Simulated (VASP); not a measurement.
**BN: single point with PBE+D3(BJ)**

BN:

```
B N
1.0
     1.35330    0.78133    3.29488
    -1.35330    0.78133    3.29488
     0.00000   -1.56266    3.29488
B N
1 1
Direct
  0.99970 0.99970 0.99970
  0.33274 0.33274 0.33274
```

This cell differs from its parent crystal: strain +0.080 along x and y, +0.000 along z.

| Property | Result |
| --- | --- |
| Program | VASP 6.6.1 |
| Task | single point |
| Functional | PBE |
| Dispersion | D3(BJ) |
| Potentials or basis | VASP PAW PBE potentials, release 64 (B, N) |
| Cutoff | 520 eV |
| k mesh | 12 × 12 × 12 |
| Occupations | gaussian, width 0.05 eV |
| Spin | no spin polarisation |
| Dipole correction | no |
| Further INCAR settings | ALGO = Normal; EDIFF = 1e-07; NBANDS = 11 |

```yaml
Pressure: -39.4 GPa
Largest_force: 0.024 eV/Å
Band_gap_on_the_k_mesh: 3.72 eV, indirect (least direct gap 4.11 eV)
Dispersion_energy_per_atom: -0.122 eV
```

Forces in eV/Å, atoms in the order of the input:
```
B    0.000  0.000  0.024
N    0.000  0.000 -0.024
```

Stress tensor (GPa, compression positive):
```
-59.10   0.00   0.00
  0.00 -59.10   0.00
  0.00   0.00   0.12
```

Levels at points of the mesh, in eV from the valence-band top:
```
           k point  band 2  band 3  band 4  band 5  band 6  band 7
(0.00, 0.00, 0.00)   -2.91   -1.53   -1.53    4.84    9.80    9.80
(0.50, 0.00, 0.00)   -8.11   -3.73   -0.37    4.71    7.70   11.96
(0.50, 0.50, 0.00)   -7.93   -3.83   -1.07    3.72    7.49   13.12
(0.50, 0.50, 0.50)   -5.22   -1.56   -1.56    8.47    9.10    9.69
```

Run time: 41 s on 1 thread of Intel Xeon 6975P-C (shared host), peak memory 0.19 GiB.

Caveat: the cell differs from its parent crystal (strain +0.080 along x and y, +0.000 along z). A k mesh can miss the band edges.
